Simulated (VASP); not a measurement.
# InSe (R3m) in VASP: single point with PBEsol

Aim: the single point of InSe with PBEsol.

Everything below comes from runs of VASP 6.6.1. Logs are shortened: lines on timing, memory, paths and dates and some standing lists are left out, and cuts for length are marked.

**The experiment to reproduce.**

“The Interaction of Hydrogen with the van der Waals Crystal γ-InSe”, 2020, pmc:7321205 reports, for a bulk crystal of InSe at 300 K: band gap 1.25 eV.

The results are compared with them further down.

**1. The cell of the first run**

It takes space group R3m (No. 160, trigonal). The conventional cell has a = 4.009 Å, b = 4.009 Å, c = 25.289 Å, α = 90.00°, β = 90.00°, γ = 120.00°. In (site symmetry 3m) has 3 Se at 2.64 Å and 1 In at 2.78 Å within 3.5 Å. In (site symmetry 3m) has 3 Se at 2.64 Å and 1 In at 2.78 Å within 3.5 Å. Within 3.5 Å of Se (site symmetry 3m) lie 3 In at 2.64 Å. Within 3.5 Å of Se (site symmetry 3m) lie 3 In at 2.64 Å.

**2. Single point, PBEsol**

INCAR reads:

```
SYSTEM = InSe
ALGO = Normal ; EDIFF = 1E-6
ENCUT = 500 ; GGA = PS
GGA_COMPAT = .False. ; ISIF = 2
ISMEAR = 0 ; LASPH = .True.
LCHARG = .False. ; LREAL = .False.
LWAVE = .False. ; NBANDS = 27
NELM = 120 ; PREC = Accurate
SIGMA = 0.02
```

KPOINTS reads:

```
k-points
0
Gamma
  12 12 12
  0 0 0
```

POSCAR reads:

```
InSe
1.0
    2.0044546171      1.1572724128      8.4295996838
   -2.0044546171      1.1572724128      8.4295996838
    0.0000000000     -2.3145448255      8.4295996838
In Se
2 2
Direct
    0.0007716448      0.0007716448      0.0007716448
    0.1105681899      0.1105681899      0.1105681899
    0.6169296243      0.6169296243      0.6169296243
    0.8277305410      0.8277305410      0.8277305410
```

Potentials or basis: VASP PAW PBE potentials, release 64 (In_d, Se).

Started as:

```sh
$ cat potpaw_PBE.64/In_d/POTCAR potpaw_PBE.64/Se/POTCAR > POTCAR
$ mpirun -np 1 vasp_std > vasp.out
```

OUTCAR:

```text
SYSTEM = InSe
   EDIFF = 1E-6
   ENCUT = 500
   GGA = PS
   ISIF = 2
   ISMEAR = 0
   LASPH = .True.
   LREAL = .False.
   NELM = 120
   PREC = Accurate

 ion  position               nearest neighbor table
   1  0.001  0.001  0.001-   3 2.64   3 2.64   3 2.64   2 2.78
   2  0.111  0.111  0.111-   4 2.64   4 2.64   4 2.64   1 2.78
   3  0.617  0.617  0.617-   1 2.64   1 2.64   1 2.64
   4  0.828  0.828  0.828-   2 2.64   2 2.64   2 2.64

  LATTYP: Found a trigonal (rhomboedric) cell.
 ALAT       =     8.7415827273
 COS(alpha) =     0.8948420025

  Lattice vectors:

 A1 = (   2.0044546171,   1.1572724128,   8.4295996838)
 A2 = (  -2.0044546171,   1.1572724128,   8.4295996838)
 A3 = (   0.0000000000,  -2.3145448255,   8.4295996838)

Analysis of symmetry for initial positions (statically):
=====================================================================
 Subroutine PRICEL returns:
 Original cell was already a primitive cell.

 Routine SETGRP: Setting up the symmetry group for a
 trigonal (rhombohedral) supercell.

 Subroutine GETGRP returns: Found  6 space group operations
 (whereof  6 operations were pure point group operations)
 out of a pool of 12 trial point group operations.

The static configuration has the point symmetry C_3v.

Analysis of symmetry for dynamics (positions and initial velocities):
=====================================================================
 Subroutine PRICEL returns:
 Original cell was already a primitive cell.

 Routine SETGRP: Setting up the symmetry group for a
 trigonal (rhombohedral) supercell.

 Subroutine GETGRP returns: Found  6 space group operations
 (whereof  6 operations were pure point group operations)
 out of a pool of 12 trial point group operations.

The dynamic configuration has the point symmetry C_3v.

 Subroutine INISYM returns: Found  6 space group operations
 (whereof  6 operations are pure point group operations),
 and found     1 'primitive' translations

----------------------------------------------------------------------------------------

                                     Primitive cell

  volume of cell :     117.3249

  direct lattice vectors                    reciprocal lattice vectors
     2.004454617  1.157272413  8.429599684     0.249444410  0.144016797  0.039543198
    -2.004454617  1.157272413  8.429599684    -0.249444410  0.144016797  0.039543198
     0.000000000 -2.314544826  8.429599684     0.000000000 -0.288033595  0.039543198

  length of vectors
     8.741582727  8.741582727  8.741582727     0.290735303  0.290735303  0.290735303

  position of ions in fractional coordinates (direct lattice)
     0.000771645  0.000771645  0.000771645
     0.110568190  0.110568190  0.110568190
     0.616929624  0.616929624  0.616929624
     0.827730541  0.827730541  0.827730541

  ion indices of the primitive-cell ions
   primitive index   ion index
                 1           1
                 2           2
                 3           3
                 4           4

----------------------------------------------------------------------------------------

 KPOINTS: k-points

Automatic generation of k-mesh.
 Grid dimensions read from file:
 generate k-points for:   12   12   12

 Generating k-lattice:

  Cartesian coordinates                     Fractional coordinates (reciprocal lattice)
     0.020787034  0.012001400  0.003295267     0.083333333  0.000000000  0.000000000
    -0.020787034  0.012001400  0.003295267     0.000000000  0.083333333  0.000000000
     0.000000000 -0.024002800  0.003295267     0.000000000  0.000000000  0.083333333

  Length of vectors
     0.024227942  0.024227942  0.024227942

  Shift w.r.t. Gamma in fractional coordinates (k-lattice)
     0.000000000  0.000000000  0.000000000

 Subroutine IBZKPT returns following result:
 ===========================================

 Found    189 irreducible k-points:

 Following reciprocal coordinates:
            Coordinates               Weight
  0.000000  0.000000  0.000000      1.000000
  0.083333 -0.000000  0.000000      6.000000
  0.166667 -0.000000  0.000000      6.000000
  0.250000  0.000000  0.000000      6.000000
  0.333333  0.000000  0.000000      6.000000
  0.416667 -0.000000  0.000000      6.000000
[... 16 lines left out ...]
  0.500000  0.166667  0.000000     12.000000
 -0.416667  0.166667  0.000000     12.000000
 [... further k-points ...]
   k-points           NKPTS =    189   k-points in BZ     NKDIM =    189   number of bands    NBANDS=     27
   number of dos      NEDOS =    301   number of ions     NIONS =      4
   total plane-waves  NPLWV = 262144
   dimension x,y,z NGX =    64 NGY =   64 NGZ =   64
   dimension x,y,z NGXF=   128 NGYF=  128 NGZF=  128
   ions per type =               2   2
   NGX,Y,Z   is equivalent  to a cutoff of  12.17, 12.17, 12.17 a.u.
   NGXF,Y,Z  is equivalent  to a cutoff of  24.34, 24.34, 24.34 a.u.
 SYSTEM =  InSe
   PREC   = accura    normal or accurate (medium, high low for compatibility)
   ISTART =      0    job   : 0-new  1-cont  2-samecut
   ICHARG =      2    charge: 1-file 2-atom 10-const
   ISPIN  =      1    spin polarized calculation?
   LNONCOLLINEAR =      F non collinear calculations
   LSORBIT =      F    spin-orbit coupling
   LASPH  =      T    aspherical Exc in radial PAW
   ENCUT  =  500.0 eV  36.75 Ry    6.06 a.u.  15.94 15.94 15.94*2*pi/ulx,y,z
   NELM   =    120;   NELMIN=  2; NELMDL= -5     # of ELM steps
   EDIFF  = 0.1E-05   stopping-criterion for ELM
   LREAL  =      F    real-space projection
   EDIFFG = 0.1E-04   stopping-criterion for IOM
   NSW    =      0    number of steps for IOM
   IBRION =     -1    ionic relax: 0-MD 1-quasi-New 2-CG
   NFREE  =      0    steps in history (QN), initial steepest desc. (CG)
   ISIF   =      2    stress and relaxation
   ISYM   =      2    0-nonsym 1-usesym 2-fastsym
   POTIM  = 0.5000    time-step for ionic-motion
   TEBEG  =    0.0;   TEEND  =   0.0 temperature during run
   PSTRESS=    0.0 pullay stress
   NELECT =      38.0000    total number of electrons
   NUPDOWN=      -1.0000    fix difference up-down
   EMIN   =  10.00;   EMAX   =-10.00  energy-range for DOS
   EFERMI =   0.00;   METHOD = LEGACY
   ISMEAR =     0;   SIGMA  =   0.02  broadening in eV -4-tet -1-fermi 0-gaus
   EFERMI_NEDOS =   21; number of points for ismear=-14 and -15
   IALGO  =     38    algorithm
   IMIX   =      4    mixing-type and parameters
     AMIX     =   0.40;   BMIX     =  1.00
     AMIX_MAG =   1.60;   BMIX_MAG =  1.00
  volume/ion in A,a.u.               =      29.33       197.94
  Fermi-wavevector in a.u.,A,eV,Ry     =   1.124275  2.124572 17.197697  1.263995
  Thomas-Fermi vector in A             =   2.260946
   LORBIT       =      0    0 simple, 1 ext, 2 COOP (PROOUT), +10 PAW based schemes
   GGA     = PS    functional components
   LHFCALC =     F    Hartree Fock is set to
   AEXX    =    0.0000 exact exchange contribution
   IVDW    =     0    specifies the selected vdW correction
   LEPSILON=     F    determine dielectric tensor
   LRPA    =     F    only Hartree local field effects (RPA)
 non-spin polarized calculation
 Gauss-broadening in eV      SIGMA  =   0.02
  energy-cutoff  :      500.00
  volume of cell :      117.32
 maximum number of plane-waves:      3048
   NGX = 31   NGY = 31   NGZ = 31

 number of electron      37.9999995 magnetization

 Free energy of the ion-electron system (eV)
  ---------------------------------------------------
  ext. energy  EPLUGINS =         0.00000000
  ---------------------------------------------------
  free energy    TOTEN  =       -15.59872724 eV

  energy without entropy =      -15.59872724  energy(sigma->0) =      -15.59872724

 E-fermi :   4.0648     XC(G=0):  -9.0818

 val. band max:        3.9230235603   @ k =   0.5000   0.5000   0.5000
 cond. band min:       4.2805518934   @ k =   0.5000   0.5000   0.5000
 fundamental gap:      0.3575283331
 Fermi energy:         4.0648075078

 k-point     1 :       0.0000    0.0000    0.0000
  band No.  band energies     occupation
      1     -10.8180      2.00000
      2     -10.6193      2.00000
      3     -10.6193      2.00000
      4     -10.5302      2.00000
      5     -10.5302      2.00000
      6     -10.5207      2.00000
[... 19 lines left out ...]
     26       9.3832      0.00000
     27      11.2764      0.00000

 k-point     2 :       0.0833   -0.0000    0.0000
  band No.  band energies     occupation
      1     -10.8182      2.00000
      2     -10.6497      2.00000
      3     -10.6181      2.00000
      4     -10.5630      2.00000
      5     -10.5251      2.00000
      6     -10.5228      2.00000
[... 19 lines left out ...]
     26       9.5490      0.00000
     27      11.2737      0.00000

 k-point     3 :       0.1667   -0.0000    0.0000
  band No.  band energies     occupation
      1     -10.8245      2.00000
      2     -10.7114      2.00000
      3     -10.6375      2.00000
      4     -10.6160      2.00000
      5     -10.5285      2.00000
      6     -10.5110      2.00000
[... 19 lines left out ...]
     26       9.9452      0.00000
     27      10.6262      0.00000

 k-point     4 :       0.2500    0.0000    0.0000
  band No.  band energies     occupation
      1     -10.8568      2.00000
      2     -10.7501      2.00000
      3     -10.7180      2.00000
      4     -10.6151      2.00000
      5     -10.5360      2.00000
      6     -10.4918      2.00000
[... 19 lines left out ...]
     26      10.3006      0.00000
     27      10.5906      0.00000

 k-point     5 :       0.3333    0.0000    0.0000
  band No.  band energies     occupation
      1     -10.9066      2.00000
      2     -10.7847      2.00000
      3     -10.7564      2.00000
      4     -10.6156      2.00000
      5     -10.5434      2.00000
      6     -10.4728      2.00000
[... 19 lines left out ...]
     26      10.4547      0.00000
     27      11.1430      0.00000

 k-point     6 :       0.4167   -0.0000    0.0000
  band No.  band energies     occupation
      1     -10.9434      2.00000
      2     -10.8275      2.00000
      3     -10.7548      2.00000
      4     -10.6167      2.00000
      5     -10.5487      2.00000
      6     -10.4592      2.00000
[... 444 lines left out ...]
      1     -10.8744      2.00000
      2     -10.7573      2.00000
      3     -10.7495      2.00000
      4     -10.6200      2.00000
      5     -10.5335      2.00000
      6     -10.4876      2.00000
[... 19 lines left out ...]
     26      10.3791      0.00000
     27      10.9530      0.00000

 k-point    22 :       0.4167    0.1667    0.0000
  band No.  band energies     occupation
      1     -10.9140      2.00000
      2     -10.8032      2.00000
      3     -10.7561      2.00000
      4     -10.6248      2.00000
      5     -10.5353      2.00000
      6     -10.4753      2.00000
[... 19 lines left out ...]
     26      10.5724      0.00000
     27      10.8872      0.00000

 k-point    23 :       0.5000    0.1667    0.0000
  band No.  band energies     occupation
      1     -10.9427      2.00000
      2     -10.8363      2.00000
      3     -10.7541      2.00000
      4     -10.6287      2.00000
      5     -10.5367      2.00000
      6     -10.4666      2.00000
[... 19 lines left out ...]
     26      10.7544      0.00000
     27      11.4237      0.00000

 k-point    24 :      -0.4167    0.1667    0.0000
  band No.  band energies     occupation
      1     -10.9534      2.00000
      2     -10.8470      2.00000
      3     -10.7531      2.00000
      4     -10.6302      2.00000
      5     -10.5372      2.00000
      6     -10.4634      2.00000
[... 19 lines left out ...]
     26      10.8511      0.00000
     27      11.6532      0.00000

 [... further k-points ...]

------------------------ aborting loop because EDIFF is reached ----------------------------------------

  FORCE on cell =-STRESS in cart. coord.  units (eV):
  Direction    XX          YY          ZZ          XY          YZ          ZX
  --------------------------------------------------------------------------------------
  -------------------------------------------------------------------------------------
  Total        0.0435228      0.0435228      0.0305598      0.0000000      0.0000000      0.0000000
  in kB        0.5943428      0.5943428      0.4173216      0.0000000      0.0000000      0.0000000
  external PRESSURE =       0.5353357 kB  Pullay stress =       0.0000000 kB

 VOLUME and BASIS-vectors are now :
 -----------------------------------------------------------------------------
  energy-cutoff  :      500.00
  volume of cell :      117.32
      direct lattice vectors                 reciprocal lattice vectors
     2.004454617  1.157272413  8.429599684     0.249444410  0.144016797  0.039543198
    -2.004454617  1.157272413  8.429599684    -0.249444410  0.144016797  0.039543198
     0.000000000 -2.314544826  8.429599684     0.000000000 -0.288033595  0.039543198

 POSITION                                       TOTAL-FORCE (eV/Angst)
 -----------------------------------------------------------------------------------
      0.00000      0.00000      0.01951         0.000000      0.000000      0.018088
      0.00000      0.00000      2.79614         0.000000     -0.000000     -0.018098
      0.00000      0.00000     15.60141         0.000000     -0.000000     -0.018896
      0.00000      0.00000     20.93231         0.000000      0.000000      0.018906
 -----------------------------------------------------------------------------------
    total drift:                               -0.000000     -0.000000     -0.000708

  FREE ENERGIE OF THE ION-ELECTRON SYSTEM (eV)
  ---------------------------------------------------
  free  energy   TOTEN  =       -15.5987272357 eV

  energy  without entropy=      -15.5987272357  energy(sigma->0) =      -15.59872724
```

Wall time 33 min (1 thread of Intel Xeon 8259CL, shared host); peak memory 0.89 GiB.

Results:

* Free energy: -15.5987 eV
* Pressure: 0.1 GPa
* Largest force: 0.019 eV/Å
* Band gap on the k mesh: 0.36 eV

Forces on the atoms (eV/Å):
```
In   0.000  0.000  0.018
In   0.000  0.000 -0.018
Se   0.000  0.000 -0.019
Se   0.000  0.000  0.019
```

Levels at points of the mesh, in eV from the valence-band top:
```csv
k point,band 16,band 17,band 18,band 19,band 20,band 21,band 22,band 23
"(0.00, 0.00, 0.00)",-1.28,-1.28,-1.19,-1.19,1.63,2.01,4.31,4.31
"(0.50, 0.00, 0.00)",-2.37,-2.31,-2.22,-1.69,1.13,1.92,3.62,3.92
"(0.50, 0.50, 0.00)",-2.63,-2.48,-2.02,-1.54,1.14,1.91,3.26,3.54
"(0.50, 0.50, 0.50)",-1.35,-1.11,-1.11,0.00,0.36,2.07,4.23,4.23
```

Caveat: the PAW data sets were made with another functional, which shifts forces and pressure a little; spin-orbit coupling is left out, which moves the levels of the heavy elements.

**3. Against experiment**

Step 2. A measured gap of InSe is 1.25 eV (300 K; “The Interaction of Hydrogen with the van der Waals Crystal γ-InSe”, 2020, pmc:7321205); the calculated 0.36 eV misses it by -0.89 eV. Spin-orbit coupling on In, Se is left out. The value is that of PBEsol on a finite k mesh, which can miss the band edges, without temperature or zero-point motion. Semilocal functionals fall short of measured gaps as a rule.
